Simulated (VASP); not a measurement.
# Al4Cl in VASP: a series of runs

The runs below take Al4Cl through single point, relaxation of cell and atoms, with PBE.

Everything below comes from runs of VASP 6.6.1. Logs are shortened: lines on timing, memory, paths and dates and some standing lists are left out, and cuts for length are marked.

## Step 1: The cell of the first run

The structure is orthorhombic, space group Cmmm (No. 65). Conventional cell: a = 5.022 Å, b = 8.622 Å, c = 5.211 Å, α = 90.00°, β = 90.00°, γ = 90.00°. Al (site symmetry m) has 5 Al at 2.58 to 2.90 Å and 3 Cl at 3.15 to 3.18 Å within 3.4 Å. Cl (site symmetry mmm) has 12 Al at 3.15 to 3.18 Å within 4.1 Å.

## Step 2: Single point, PBE

Input file INCAR:

```
PREC = Accurate ; ENCUT = 520
EDIFF = 1E-6 ; ISMEAR = 0
SIGMA = 0.1 ; LREAL = F
LASPH = T ; NELM = 60
ALGO = Normal ; ISIF = 2
LWAVE = F ; LCHARG = F
GGA = PE ; NBANDS = 18
```

Input file KPOINTS:

```
regular mesh
0
Gamma
  4 4 4
```

Input file POSCAR:

```
Al4Cl
1.0
    4.3109604020     -2.5108968268      0.0000000000
    4.3109604020      2.5108968268      0.0000000000
    0.0000000000      0.0000000000      5.2113362755
Al Cl
4 1
Direct
    0.6679182298      0.6679182298      0.2478495503
    0.3320817702      0.3320817702      0.2478495503
    0.6679182298      0.6679182298      0.7521504497
    0.3320817702      0.3320817702      0.7521504497
    0.0000000000      0.0000000000      0.5000000000
```

Potentials or basis: VASP PAW PBE potentials, release 64 (Al, Cl).

The run is started by

```console
cat potpaw_PBE.64/Al/POTCAR potpaw_PBE.64/Cl/POTCAR > POTCAR
mpirun -np 1 vasp_std > vasp.out
```

OUTCAR:

```text
PREC = Accurate
   ENCUT = 520
   EDIFF = 1E-6
   ISMEAR = 0
   LREAL = F
   LASPH = T
   NELM = 60
   ISIF = 2
   GGA = PE

 ion  position               nearest neighbor table
   1  0.668  0.668  0.248-   3 2.58   3 2.63   2 2.88   2 2.88   2 2.90
   2  0.332  0.332  0.248-   4 2.58   4 2.63   1 2.88   1 2.88   1 2.90
   3  0.668  0.668  0.752-   1 2.58   1 2.63   4 2.88   4 2.88   4 2.90
   4  0.332  0.332  0.752-   2 2.58   2 2.63   3 2.88   3 2.88   3 2.90
   5  0.000  0.000  0.500-

  LATTYP: Found a base centered orthorhombic cell.
 ALAT       =     5.0217936536
 B/A-ratio  =     1.7169006532
 C/A-ratio  =     1.0377440084

  Lattice vectors:

 A1 = (  -4.3109604020,  -2.5108968268,   0.0000000000)
 A2 = (   4.3109604020,  -2.5108968268,   0.0000000000)
 A3 = (   0.0000000000,   0.0000000000,   5.2113362755)

Analysis of symmetry for initial positions (statically):
=====================================================================
 Subroutine PRICEL returns:
 Original cell was already a primitive cell.

 Routine SETGRP: Setting up the symmetry group for a
 base centered orthorhombic supercell.

 Subroutine GETGRP returns: Found  8 space group operations
 (whereof  8 operations were pure point group operations)
 out of a pool of  8 trial point group operations.

The static configuration has the point symmetry D_2h.

Analysis of symmetry for dynamics (positions and initial velocities):
=====================================================================
 Subroutine PRICEL returns:
 Original cell was already a primitive cell.

 Routine SETGRP: Setting up the symmetry group for a
 base centered orthorhombic supercell.

 Subroutine GETGRP returns: Found  8 space group operations
 (whereof  8 operations were pure point group operations)
 out of a pool of  8 trial point group operations.

The dynamic configuration has the point symmetry D_2h.

 Subroutine INISYM returns: Found  8 space group operations
 (whereof  8 operations are pure point group operations),
 and found     1 'primitive' translations

----------------------------------------------------------------------------------------

                                     Primitive cell

  volume of cell :     112.8189

  direct lattice vectors                    reciprocal lattice vectors
     4.310960402 -2.510896827  0.000000000     0.115983436 -0.199132037  0.000000000
     4.310960402  2.510896827  0.000000000     0.115983436  0.199132037  0.000000000
     0.000000000  0.000000000  5.211336275     0.000000000  0.000000000  0.191889363

  length of vectors
     4.988885894  4.988885894  5.211336275     0.230446796  0.230446796  0.191889363

  position of ions in fractional coordinates (direct lattice)
     0.667918230  0.667918230  0.247849550
     0.332081770  0.332081770  0.247849550
     0.667918230  0.667918230  0.752150450
     0.332081770  0.332081770  0.752150450
     0.000000000  0.000000000  0.500000000

  ion indices of the primitive-cell ions
   primitive index   ion index
                 1           1
                 2           2
                 3           3
                 4           4
                 5           5

----------------------------------------------------------------------------------------

 KPOINTS: regular mesh

Automatic generation of k-mesh.
 Grid dimensions read from file:
 generate k-points for:    4    4    4

 Generating k-lattice:

  Cartesian coordinates                     Fractional coordinates (reciprocal lattice)
     0.028995859 -0.049783009  0.000000000     0.250000000  0.000000000  0.000000000
     0.028995859  0.049783009  0.000000000     0.000000000  0.250000000  0.000000000
     0.000000000  0.000000000  0.047972341     0.000000000  0.000000000  0.250000000

  Length of vectors
     0.057611699  0.057611699  0.047972341

  Shift w.r.t. Gamma in fractional coordinates (k-lattice)
     0.000000000  0.000000000  0.000000000

 Subroutine IBZKPT returns following result:
 ===========================================

 Found     21 irreducible k-points:

 Following reciprocal coordinates:
            Coordinates               Weight
  0.000000  0.000000  0.000000      1.000000
  0.250000 -0.000000  0.000000      4.000000
  0.500000 -0.000000  0.000000      2.000000
  0.250000  0.250000  0.000000      2.000000
  0.500000  0.250000  0.000000      4.000000
 -0.250000  0.250000  0.000000      2.000000
[... 13 lines left out ...]
 -0.250000  0.250000  0.500000      2.000000
  0.500000  0.500000  0.500000      1.000000
   k-points           NKPTS =     21   k-points in BZ     NKDIM =     21   number of bands    NBANDS=     18
   number of dos      NEDOS =    301   number of ions     NIONS =      5
   total plane-waves  NPLWV =  64000
   dimension x,y,z NGX =    40 NGY =   40 NGZ =   40
   dimension x,y,z NGXF=    80 NGYF=   80 NGZF=   80
   ions per type =               4   1
   NGX,Y,Z   is equivalent  to a cutoff of  13.33, 13.33, 12.76 a.u.
   NGXF,Y,Z  is equivalent  to a cutoff of  26.66, 26.66, 25.52 a.u.
 SYSTEM =  unknown system
   PREC   = accura    normal or accurate (medium, high low for compatibility)
   ISTART =      0    job   : 0-new  1-cont  2-samecut
   ICHARG =      2    charge: 1-file 2-atom 10-const
   ISPIN  =      1    spin polarized calculation?
   LNONCOLLINEAR =      F non collinear calculations
   LSORBIT =      F    spin-orbit coupling
   LASPH  =      T    aspherical Exc in radial PAW
   ENCUT  =  520.0 eV  38.22 Ry    6.18 a.u.   9.28  9.28  9.69*2*pi/ulx,y,z
   NELM   =     60;   NELMIN=  2; NELMDL= -5     # of ELM steps
   EDIFF  = 0.1E-05   stopping-criterion for ELM
   LREAL  =      F    real-space projection
   EDIFFG = 0.1E-04   stopping-criterion for IOM
   NSW    =      0    number of steps for IOM
   IBRION =     -1    ionic relax: 0-MD 1-quasi-New 2-CG
   NFREE  =      0    steps in history (QN), initial steepest desc. (CG)
   ISIF   =      2    stress and relaxation
   ISYM   =      2    0-nonsym 1-usesym 2-fastsym
   POTIM  = 0.5000    time-step for ionic-motion
   TEBEG  =    0.0;   TEEND  =   0.0 temperature during run
   PSTRESS=    0.0 pullay stress
   NELECT =      19.0000    total number of electrons
   NUPDOWN=      -1.0000    fix difference up-down
   EMIN   =  10.00;   EMAX   =-10.00  energy-range for DOS
   EFERMI =   0.00;   METHOD = LEGACY
   ISMEAR =     0;   SIGMA  =   0.10  broadening in eV -4-tet -1-fermi 0-gaus
   EFERMI_NEDOS =   21; number of points for ismear=-14 and -15
   IALGO  =     38    algorithm
   IMIX   =      4    mixing-type and parameters
     AMIX     =   0.40;   BMIX     =  1.00
     AMIX_MAG =   1.60;   BMIX_MAG =  1.00
  volume/ion in A,a.u.               =      22.56       152.27
  Fermi-wavevector in a.u.,A,eV,Ry     =   0.904063  1.708431 11.120449  0.817330
  Thomas-Fermi vector in A             =   2.027464
   LORBIT       =      0    0 simple, 1 ext, 2 COOP (PROOUT), +10 PAW based schemes
   GGA     = PE    functional components
   LHFCALC =     F    Hartree Fock is set to
   AEXX    =    0.0000 exact exchange contribution
   IVDW    =     0    specifies the selected vdW correction
   LEPSILON=     F    determine dielectric tensor
   LRPA    =     F    only Hartree local field effects (RPA)
 non-spin polarized calculation
 Gauss-broadening in eV      SIGMA  =   0.10
  energy-cutoff  :      520.00
  volume of cell :      112.82
 maximum number of plane-waves:      3057
 NGX is ok and might be reduce to    40
   NGX = 19   NGY = 19   NGZ = 19

 number of electron      18.9999999 magnetization

 Free energy of the ion-electron system (eV)
  ---------------------------------------------------
  ext. energy  EPLUGINS =         0.00000000
  ---------------------------------------------------
  free energy    TOTEN  =       -15.51853106 eV

  energy without entropy =      -15.50611525  energy(sigma->0) =      -15.51232315

 E-fermi :   4.7004     XC(G=0):  -8.9159

 val. band max:        4.6811780426   @ k =   0.0000   0.0000   0.2500
 cond. band min:       4.7968746353   @ k =   0.2500   0.2500   0.5000
 fundamental gap:      0.1156965928
 Fermi energy:         4.7003576127

 k-point     1 :       0.0000    0.0000    0.0000
  band No.  band energies     occupation
      1     -11.0194      2.00000
      2      -3.3135      2.00000
      3      -0.3309      2.00000
      4       0.2151      2.00000
      5       0.2601      2.00000
      6       1.7076      2.00000
[... 10 lines left out ...]
     17       9.1362      0.00000
     18       9.1632      0.00000

 k-point     2 :       0.2500   -0.0000    0.0000
  band No.  band energies     occupation
      1     -10.9767      2.00000
      2      -3.3165      2.00000
      3      -0.4299      2.00000
      4      -0.0830      2.00000
      5      -0.0106      2.00000
      6       0.8789      2.00000
[... 10 lines left out ...]
     17       9.9925      0.00000
     18      10.5606      0.00000

 k-point     3 :       0.5000   -0.0000    0.0000
  band No.  band energies     occupation
      1     -10.9330      2.00000
      2      -3.2735      2.00000
      3      -1.2322      2.00000
      4      -0.3256      2.00000
      5       0.4615      2.00000
      6       1.0025      2.00000
[... 10 lines left out ...]
     17       9.5508      0.00000
     18      10.7807      0.00000

 k-point     4 :       0.2500    0.2500    0.0000
  band No.  band energies     occupation
      1     -10.9752      2.00000
      2      -3.3284      2.00000
      3      -0.3880      2.00000
      4      -0.0748      2.00000
      5      -0.0038      2.00000
      6       0.8340      2.00000
[... 312 lines left out ...]
      4      -1.1862      2.00000
      5      -0.0138      2.00000
      6       0.4177      2.00000
[... 10 lines left out ...]
     17      10.2694      0.00000
     18      11.1916      0.00000

 k-point    20 :      -0.2500    0.2500    0.5000
  band No.  band energies     occupation
      1     -10.9235      2.00000
      2      -2.2027      2.00000
      3      -1.5687      2.00000
      4      -1.2400      2.00000
      5      -0.0363      2.00000
      6       0.4355      2.00000
[... 10 lines left out ...]
     17      10.2195      0.00000
     18      11.2013      0.00000

 k-point    21 :       0.5000    0.5000    0.5000
  band No.  band energies     occupation
      1     -10.9205      2.00000
      2      -2.4702      2.00000
      3      -1.4019      2.00000
      4      -0.6694      2.00000
      5      -0.1446      2.00000
      6       0.2061      2.00000
[... 10 lines left out ...]
     17      10.4322      0.00000
     18      11.0918      0.00000

------------------------ aborting loop because EDIFF is reached ----------------------------------------

  FORCE on cell =-STRESS in cart. coord.  units (eV):
  Direction    XX          YY          ZZ          XY          YZ          ZX
  --------------------------------------------------------------------------------------
  -------------------------------------------------------------------------------------
  Total        0.0724751      0.0799962     -0.0102022      0.0000000      0.0000000      0.0000000
  in kB        1.0292412      1.1360508     -0.1448841      0.0000000      0.0000000      0.0000000
  external PRESSURE =       0.6734693 kB  Pullay stress =       0.0000000 kB

 VOLUME and BASIS-vectors are now :
 -----------------------------------------------------------------------------
  energy-cutoff  :      520.00
  volume of cell :      112.82
      direct lattice vectors                 reciprocal lattice vectors
     4.310960402 -2.510896827  0.000000000     0.115983436 -0.199132037  0.000000000
     4.310960402  2.510896827  0.000000000     0.115983436  0.199132037  0.000000000
     0.000000000  0.000000000  5.211336275     0.000000000  0.000000000  0.191889363

 POSITION                                       TOTAL-FORCE (eV/Angst)
 -----------------------------------------------------------------------------------
      5.75874      0.00000      1.29163        -0.034713      0.000000      0.012425
      2.86318      0.00000      1.29163         0.034713      0.000000      0.012425
      5.75874      0.00000      3.91971        -0.034713      0.000000     -0.012425
      2.86318      0.00000      3.91971         0.034713      0.000000     -0.012425
      0.00000      0.00000      2.60567        -0.000000      0.000000     -0.000000
 -----------------------------------------------------------------------------------
    total drift:                                0.000000     -0.000000      0.000000

  FREE ENERGIE OF THE ION-ELECTRON SYSTEM (eV)
  ---------------------------------------------------
  free  energy   TOTEN  =       -15.5185310637 eV

  energy  without entropy=      -15.5061152451  energy(sigma->0) =      -15.51232315
```

It took 17 s on 1 thread of Intel Xeon 6975P-C (Granite Rapids), shared host; peak memory 0.23 GiB.

What came out:

```
Free energy   : -15.5185 eV
Pressure      : 0.1 GPa
Largest force : 0.037 eV/Å
```

Forces in eV/Å, atoms in the order of the input:
```
Al  -0.035  0.000  0.012
Al   0.035  0.000  0.012
Al  -0.035  0.000 -0.012
Al   0.035  0.000 -0.012
Cl   0.000  0.000  0.000
```

Caveat: the k points lie up to 0.36 Å⁻¹ apart; an odd number of electrons without spin polarisation forces a metal; a magnetic or distorted state may lie lower.

## Step 3: Single point, PBE

Input file INCAR:

```
SYSTEM = Al4Cl
PREC = Accurate ; ENCUT = 520
EDIFF = 1E-6 ; ISMEAR = 0
SIGMA = 0.1 ; LREAL = .False.
LASPH = .True. ; NELM = 100
ALGO = Normal ; ISIF = 2
LWAVE = .False. ; LCHARG = .False.
GGA = PE ; NBANDS = 18
```

Input file KPOINTS:

```
regular mesh
0
Gamma
  12 12 8
  0 0 0
```

Input file POSCAR:

```
Al4Cl
1.0
    4.9814684916      0.0000000000      0.0000000000
   -2.4907342458      4.3140782619      0.0000000000
    0.0000000000      0.0000000000      5.2510893282
Al Cl
4 1
Direct
    0.3333333333      0.6666666667      0.2475996353
    0.6666666667      0.3333333333      0.2475996353
    0.3333333333      0.6666666667      0.7524003647
    0.6666666667      0.3333333333      0.7524003647
    0.0000000000      0.0000000000      0.5000000000
```

Potentials or basis: VASP PAW PBE potentials, release 64 (Al, Cl).

The run is started by

```console
cat potpaw_PBE.64/Al/POTCAR potpaw_PBE.64/Cl/POTCAR > POTCAR
mpirun -np 1 vasp_std > vasp.out
```

Run time: 69 s. Hardware: 1 thread of Intel Xeon 6975P-C (Granite Rapids), shared host; peak memory 0.33 GiB.

The run converged. Its results:

```yaml
Free_energy: -15.5422 eV
Pressure: 0.0 GPa
Largest_force: 0.004 eV/Å
```

Forces on the atoms (eV/Å):
```
Al   0.000  0.000  0.004
Al   0.000  0.000  0.004
Al   0.000  0.000 -0.004
Al   0.000  0.000 -0.004
Cl   0.000  0.000  0.000
```

Levels at points of the mesh, in eV from the Fermi level:
```tsv
k point	band 5	band 6	band 7	band 8	band 9	band 10	band 11	band 12	band 13	band 14
(0.00, 0.00, 0.00)	-4.39	-2.91	-2.52	-1.61	-1.61	-1.26	1.21	2.52	2.52	3.46
(0.50, 0.00, 0.00)	-4.19	-3.64	-2.22	-1.06	-0.61	-0.52	-0.09	0.46	1.56	4.63
(0.00, 0.00, 0.50)	-4.33	-3.22	-1.30	-1.23	-0.50	-0.50	-0.26	-0.26	2.35	2.35
(0.50, 0.00, 0.50)	-4.78	-4.40	-3.33	-1.54	-1.15	1.06	1.93	1.96	3.30	3.69
```

Caveat: an odd number of electrons without spin polarisation forces a metal; a magnetic or distorted state may lie lower.

## Step 4: Relaxation of cell and atoms, PBE

This run uses another cell than the first one, of 22.61 Å³/atom, 1.002 times its volume.

Input file INCAR:

```
  ALGO = Normal
  EDIFF = 1E-6
  EDIFFG = -0.01
  ENCUT = 600
  GGA = PE
  IBRION = 2
  ISIF = 3
  ISMEAR = 0
  LASPH = True
  LCHARG = False
  LREAL = False
  LWAVE = False
  NELM = 100
  NSW = 100
  PREC = Accurate
  SIGMA = 0.1
```

Input file KPOINTS:

```
k-points
0
Gamma
  12 12 8
```

Input file POSCAR:

```
Al4Cl
1.0
    5.0053397737      0.0000000000      0.0000000000
   -2.5026698868      4.3347513986      0.0000000000
    0.0000000000      0.0000000000      5.2113362755
Al Cl
4 1
Direct
    0.3333333333      0.6666666667      0.2478495503
    0.6666666667      0.3333333333      0.2478495503
    0.3333333333      0.6666666667      0.7521504497
    0.6666666667      0.3333333333      0.7521504497
    0.0000000000      0.0000000000      0.5000000000
```

The run is started by

```console
cat potpaw_PBE.64/Al/POTCAR potpaw_PBE.64/Cl/POTCAR > POTCAR
mpirun -np 1 vasp_std > vasp.out
```

Wall time 2 min (1 thread of Intel Xeon 6975P-C (Granite Rapids), shared host); peak memory 0.35 GiB.

The run converged. Its results:

| Item | Value |
| --- | --- |
| Free energy | -15.5425 eV |
| Relaxed volume | 22.58 Å³/atom |
| Relaxed cell | a = 4.982 Å, b = 4.982 Å, c = 5.251 Å, α = 90.00°, β = 90.00°, γ = 120.00° |
| Space group after relaxing (to 0.05 Å) | P6/mmm (No. 191) |
| Energy gained by relaxing | 0.8 meV/atom |
| Ionic steps | 4 |
| Pressure after relaxing | 0.0 GPa |
| Largest force after relaxing | 0.009 eV/Å |

Forces in eV/Å, atoms in the order of the input:
```
Al   0.000  0.000 -0.009
Al   0.000  0.000 -0.009
Al   0.000  0.000  0.009
Al   0.000  0.000  0.009
Cl   0.000  0.000  0.000
```

Step by step:
```tsv
step	energy change (eV)	largest force (eV/Å)	pressure (GPa)	volume (Å³)
1	0.0000	0.0137	0.05	113.07
2	-0.0035	0.0195	-0.10	113.18
3	-0.0036	0.0267	-0.13	113.20
4	-0.0039	0.0088	-0.02	112.89
```

Final structure:
```
Al Cl
1.0
     4.98219    0.00000    0.00000
    -2.49110    4.31470    0.00000
     0.00000    0.00000    5.25139
Al Cl
4 1
Direct
  0.33333 0.66667 0.24776
  0.66667 0.33333 0.24776
  0.33333 0.66667 0.75224
  0.66667 0.33333 0.75224
  0.00000 0.00000 0.50000
```

Levels at points of the mesh, in eV from the Fermi level:
```tsv
k point	band 5	band 6	band 7	band 8	band 9	band 10	band 11	band 12	band 13
(0.00, 0.00, 0.00)	-4.39	-2.91	-2.52	-1.61	-1.61	-1.26	1.21	2.52	2.52
(0.50, 0.00, 0.00)	-4.18	-3.63	-2.22	-1.06	-0.61	-0.52	-0.09	0.46	1.56
(0.00, 0.00, 0.50)	-4.33	-3.22	-1.30	-1.24	-0.50	-0.50	-0.26	-0.26	2.35
(0.50, 0.00, 0.50)	-4.78	-4.40	-3.33	-1.54	-1.14	1.05	1.93	1.95	3.30
```

Caveat: an odd number of electrons without spin polarisation forces a metal; a magnetic or distorted state may lie lower.

## Step 5: Summary

| task | cell | k mesh | cutoff (eV) | gap on the mesh (eV) | pressure (GPa) | largest force (eV/Å) |
| --- | --- | --- | --- | --- | --- | --- |
| single point | a = 4.989, b = 4.989, c = 5.211 Å, angles 90.0, 90.0, 60.4°, 5 atoms | 4 × 4 × 4 | 520 | none | 0.1 | 0.04 |
| single point | a = 4.981, b = 4.981, c = 5.251 Å, angles 90.0, 90.0, 120.0°, 5 atoms | 12 × 12 × 8 | 520 | none | 0.0 | - |
| relaxation of cell and atoms | relaxed from a = 5.005, b = 5.005, c = 5.211 Å, angles 90.0, 90.0, 120.0°, 5 atoms | 12 × 12 × 8 | 600 | none | 0.0 | 0.01 |

Alike in all rows: level PBE; potentials or basis VASP PAW PBE potentials, release 64 (Al, Cl); no spin polarisation; smearing gaussian 0.1 eV.

Caveats: some runs use coarse meshes; an odd number of electrons without spin polarisation forces a metal; a magnetic or distorted state may lie lower.

Total energies depend on the potentials used, so only differences within one code and one set of settings carry meaning.
